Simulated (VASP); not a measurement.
# MgO (Cmcm) in VASP: a series of runs, part 3 of 3

VASP 6.6.1. The steps go on from the part before.

## 5. Single point, PBEsol (mode 5 frozen in at -0.024 Å, strain +e along z and -e/2 along x and y -0.0233)

Input file INCAR:

```
SYSTEM = MgO
PREC = Accurate
ENCUT = 520
EDIFF = 1E-7
ISMEAR = 0
SIGMA = 0.05
LREAL = .False.
LASPH = .True.
NELM = 80
ALGO = Normal
ISIF = 2
LWAVE = .False.
LCHARG = .True.
GGA = PS
LELF = .True.
LVHAR = .True.
NBANDS = 16
```

Input file KPOINTS:

```
regular mesh
0
Gamma
  9 9 6
  0 0 0
```

Input file POSCAR:

```
MgO
1.0
    3.5354804147      0.0000000000      0.0000000000
   -1.7677402074      3.0618158537      0.0000000000
    0.0000000000      0.0000000000      4.0969764116
Mg O
2 2
Direct
    0.6626356829      0.3252713658      0.7500000000
    0.3373643171      0.6747286342      0.2500000000
    0.6696346346      0.3392692692      0.2500000000
    0.3303653654      0.6607307308      0.7500000000
```

Potentials or basis: VASP PAW PBE potentials, release 64 (Mg, O).

Launch:

```console
> cat potpaw_PBE.64/Mg/POTCAR potpaw_PBE.64/O/POTCAR > POTCAR
> mpirun -np 1 vasp_std > vasp.out
```

OUTCAR:

```text
SYSTEM = MgO
   PREC = Accurate
   ENCUT = 520
   EDIFF = 1E-7
   ISMEAR = 0
   LREAL = .False.
   LASPH = .True.
   NELM = 80
   ISIF = 2
   GGA = PS

 ion  position               nearest neighbor table
   1  0.663  0.325  0.750-   4 2.03   4 2.04   4 2.04   3 2.05   3 2.05   2 2.86   2 2.86   2 2.91
                             2 2.91   2 2.91   2 2.91
   2  0.337  0.675  0.250-   3 2.03   3 2.04   3 2.04   4 2.05   4 2.05   1 2.86   1 2.86   1 2.91
                             1 2.91   1 2.91   1 2.91
   3  0.670  0.339  0.250-   2 2.03   2 2.04   2 2.04   1 2.05   1 2.05
   4  0.330  0.661  0.750-   1 2.03   1 2.04   1 2.04   2 2.05   2 2.05

  LATTYP: Found a hexagonal cell.
 ALAT       =     3.5354804147
 C/A-ratio  =     1.1588174537

  Lattice vectors:

 A1 = (   3.5354804147,   0.0000000000,   0.0000000000)
 A2 = (  -1.7677402074,   3.0618158537,   0.0000000000)
 A3 = (   0.0000000000,   0.0000000000,   4.0969764116)

Analysis of symmetry for initial positions (statically):
=====================================================================
 Subroutine PRICEL returns:
 Original cell was already a primitive cell.

 Routine SETGRP: Setting up the symmetry group for a
 hexagonal supercell.

 Subroutine GETGRP returns: Found  8 space group operations
 (whereof  4 operations were pure point group operations)
 out of a pool of 24 trial point group operations.

The static configuration has the point symmetry C_2h.
 The point group associated with its full space group is D_2h.

Analysis of symmetry for dynamics (positions and initial velocities):
=====================================================================
 Subroutine PRICEL returns:
 Original cell was already a primitive cell.

 Routine SETGRP: Setting up the symmetry group for a
 hexagonal supercell.

[... 122 lines left out ...]
   EMIN   =  10.00;   EMAX   =-10.00  energy-range for DOS
   EFERMI =   0.00;   METHOD = LEGACY
   ISMEAR =     0;   SIGMA  =   0.05  broadening in eV -4-tet -1-fermi 0-gaus
   EFERMI_NEDOS =   21; number of points for ismear=-14 and -15
   IALGO  =     38    algorithm
   IMIX   =      4    mixing-type and parameters
     AMIX     =   0.40;   BMIX     =  1.00
     AMIX_MAG =   1.60;   BMIX_MAG =  1.00
  volume/ion in A,a.u.               =      11.09        74.82
  Fermi-wavevector in a.u.,A,eV,Ry     =   1.165425  2.202335 18.479658  1.358217
  Thomas-Fermi vector in A             =   2.301951
   LORBIT       =      0    0 simple, 1 ext, 2 COOP (PROOUT), +10 PAW based schemes
   GGA     = PS    functional components
   LHFCALC =     F    Hartree Fock is set to
   AEXX    =    0.0000 exact exchange contribution
   IVDW    =     0    specifies the selected vdW correction
   LEPSILON=     F    determine dielectric tensor
   LRPA    =     F    only Hartree local field effects (RPA)
 non-spin polarized calculation
 Gauss-broadening in eV      SIGMA  =   0.05
  energy-cutoff  :      520.00
  volume of cell :       44.35
 maximum number of plane-waves:      1228
   NGX = 13   NGY = 13   NGZ = 15

 number of electron      15.9999995 magnetization

 Free energy of the ion-electron system (eV)
  ---------------------------------------------------
  ext. energy  EPLUGINS =         0.00000000
  ---------------------------------------------------
  free energy    TOTEN  =       -24.73206634 eV

  energy without entropy =      -24.73206634  energy(sigma->0) =      -24.73206634

 E-fermi :   2.0483     XC(G=0): -10.2644

 val. band max:        1.7668045340   @ k =   0.0000   0.0000   0.0000
 cond. band min:       5.0769047372   @ k =   0.0000   0.0000   0.0000
 fundamental gap:      3.3101002031
 Fermi energy:         2.0482935891

 k-point     1 :       0.0000    0.0000    0.0000
  band No.  band energies     occupation
      1     -15.0273      2.00000
      2     -13.5646      2.00000
      3      -1.7749      2.00000
      4       0.0066      2.00000
      5       0.0375      2.00000
      6       1.0048      2.00000
[... 433 lines left out ...]
      3      -1.7747      2.00000
      4      -0.5368      2.00000
      5      -0.3775      2.00000
      6      -0.1034      2.00000
[... 8 lines left out ...]
     15      16.2196      0.00000
     16      16.4753      0.00000

 [... further k-points ...]
[... 5 lines left out ...]
  --------------------------------------------------------------------------------------
  -------------------------------------------------------------------------------------
  Total       -0.5987974     -0.5206119      1.2705270      0.0000000      0.0000000      0.0000000
  in kB      -21.6321415    -18.8076151     45.8990311      0.0000000      0.0000000      0.0000000
  external PRESSURE =       1.8197582 kB  Pullay stress =       0.0000000 kB

 VOLUME and BASIS-vectors are now :
 -----------------------------------------------------------------------------
  energy-cutoff  :      520.00
  volume of cell :       44.35
      direct lattice vectors                 reciprocal lattice vectors
     3.535480415  0.000000000  0.000000000     0.282846992  0.163301787  0.000000000
    -1.767740207  3.061815854  0.000000000     0.000000000  0.326603574  0.000000000
     0.000000000  0.000000000  4.096976412     0.000000000  0.000000000  0.244082440

 POSITION                                       TOTAL-FORCE (eV/Angst)
 -----------------------------------------------------------------------------------
      1.76774      0.99592      3.07273        -0.000000      0.189523      0.000000
     -0.00000      2.06589      1.02424         0.000000     -0.189523      0.000000
      1.76774      1.03878      1.02424         0.000000     -0.101063      0.000000
     -0.00000      2.02304      3.07273        -0.000000      0.101063      0.000000
 -----------------------------------------------------------------------------------
    total drift:                                0.000000      0.000000      0.000000

  FREE ENERGIE OF THE ION-ELECTRON SYSTEM (eV)
  ---------------------------------------------------
  free  energy   TOTEN  =       -24.7320663361 eV

  energy  without entropy=      -24.7320663361  energy(sigma->0) =      -24.73206634
```

OSZICAR:

```text
N       E                     dE             d eps       ncg     rms          rms(c)
DAV:   1     0.582017918841E+02    0.58202E+02   -0.75050E+03  3208   0.889E+02
DAV:   2    -0.246042822936E+02   -0.82806E+02   -0.76295E+02  4552   0.194E+02
DAV:   3    -0.283713056663E+02   -0.37670E+01   -0.37584E+01  3672   0.429E+01
DAV:   4    -0.283864021538E+02   -0.15096E-01   -0.15096E-01  3944   0.316E+00
DAV:   5    -0.283864784826E+02   -0.76329E-04   -0.76329E-04  3632   0.216E-01    0.105E+01
DAV:   6    -0.248506838502E+02    0.35358E+01   -0.90339E+00  3464   0.232E+01    0.351E+00
DAV:   7    -0.247737008313E+02    0.76983E-01   -0.14319E-01  3240   0.307E+00    0.208E+00
DAV:   8    -0.247343626824E+02    0.39338E-01   -0.96773E-02  3648   0.322E+00    0.519E-01
DAV:   9    -0.247315789913E+02    0.27837E-02   -0.81008E-03  3824   0.786E-01    0.108E-01
DAV:  10    -0.247320612796E+02   -0.48229E-03   -0.39429E-04  3280   0.166E-01    0.236E-02
DAV:  11    -0.247320682895E+02   -0.70099E-05   -0.14085E-05  3728   0.294E-02    0.175E-02
DAV:  12    -0.247320670942E+02    0.11953E-05   -0.29761E-06  3304   0.141E-02    0.728E-03
DAV:  13    -0.247320663093E+02    0.78493E-06   -0.21548E-06  3672   0.118E-02    0.414E-04
DAV:  14    -0.247320663361E+02   -0.26808E-07   -0.27397E-08  1760   0.144E-03
   1 F= -.24732066E+02 E0= -.24732066E+02  d E =-.997793E-18
```

stdout:

```text
POSCAR found type information on POSCAR MgO
 POSCAR found :  2 types and       4 ions
 scaLAPACK will be used
 -----------------------------------------------------------------------------
|                                                                             |
|                                                                             |
|     You enforced a specific xc type in the INCAR file but a different       |
|     I HOPE YOU KNOW WHAT YOU ARE DOING!                                     |
|                                                                             |
 -----------------------------------------------------------------------------

 LDA part: xc-table for (Slater+PW92), standard interpolation
 POSCAR, INCAR and KPOINTS ok, starting setup
 FFT: planning ... GRIDC
 FFT: planning ... GRID_SOFT
 FFT: planning ... GRID
 WAVECAR not read
 entering main loop
```

Run time: 27 s. Hardware: 1 thread of Intel Xeon 6975P-C (Granite Rapids), shared host; peak memory 0.2 GiB.

Results:

```
Free energy            : -24.7321 eV
Pressure               : 0.2 GPa
Largest force          : 0.190 eV/Å
Band gap on the k mesh : 3.31 eV, direct
```

Forces in eV/Å, atoms in the order of the input:
```
Mg   0.000  0.190  0.000
Mg   0.000 -0.190  0.000
O    0.000 -0.101  0.000
O    0.000  0.101  0.000
```

Stress tensor (GPa, compression positive):
```
-2.16  0.00  0.00
 0.00 -1.88  0.00
 0.00  0.00  4.59
```

Caveat: the cell differs from its parent crystal (mode 5 frozen in at -0.024 Å, strain +e along z and -e/2 along x and y -0.0233); the PAW data sets were made with another functional, which shifts forces and pressure a little.

## 6. Overview

| cell | gap on the mesh (eV) | pressure (GPa) | largest force (eV/Å) |
| --- | --- | --- | --- |
| a = 3.372, b = 3.372, c = 4.488 Å, angles 90.0, 90.0, 120.0°, 4 atoms | 3.18 | 2.3 | 0.18 |
| a = 3.454, b = 3.454, c = 4.292 Å, angles 90.0, 90.0, 120.0°, 4 atoms | 3.22 | -0.2 | 0.18 |
| a = 3.535, b = 3.535, c = 4.097 Å, angles 90.0, 90.0, 120.0°, 4 atoms | 3.31 | 0.2 | 0.19 |

Some of these runs hold the atoms at other places in the same cell, which the table doesn't show; runs alike in all that it shows share one row.

Alike in all rows: task single point; level PBEsol; potentials or basis VASP PAW PBE potentials, release 64 (Mg, O); no spin polarisation; k mesh 9 × 9 × 6; cutoff (eV) 520; smearing gaussian 0.05 eV.

Caveats: the PAW data sets were made with another functional, which shifts forces and pressure a little.

Absolute energies hang on the potentials; compare differences alone.
